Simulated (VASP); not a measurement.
## YbRe: single point with PBE

The system is YbRe.

```
CELL_PARAMETERS angstrom
3.34987 0.00000 0.00000
0.00000 3.34987 0.00000
0.00000 0.00000 3.34987
ATOMIC_POSITIONS crystal
Yb 0.00000 0.00000 0.00000
Re 0.50000 0.50000 0.50000
```

```
Program             : VASP 6.6.1
Task                : single point
Functional          : PBE
Potentials or basis : VASP PAW PBE potentials, release 64 (Yb, Re)
Cutoff              : 520 eV
k mesh              : 15 × 15 × 15
Occupations         : gaussian, width 0.05 eV
Spin                : no spin polarisation
```

The pressure is 2.9 GPa. The band gap on the k mesh is zero (an odd number of electrons rules out a gap without spin polarisation).

Levels at points of the mesh, in eV from the Fermi level:
```
           k point  band 12  band 13  band 14  band 15  band 16  band 17  band 18  band 19
(0.00, 0.00, 0.00)    -0.69    -0.69    -0.69     0.17     0.17     0.17     4.94     4.94
```

Run time: 2.2 min on 1 thread of AMD EPYC 9R45 96-Core Processor (Zen 5), with other jobs on the host, peak memory 0.23 GiB.

Caveat: spin-orbit coupling is left out, which moves the levels of the heavy elements. Spin polarisation is off, so any magnetic state and its effect on volume and gap are missing.
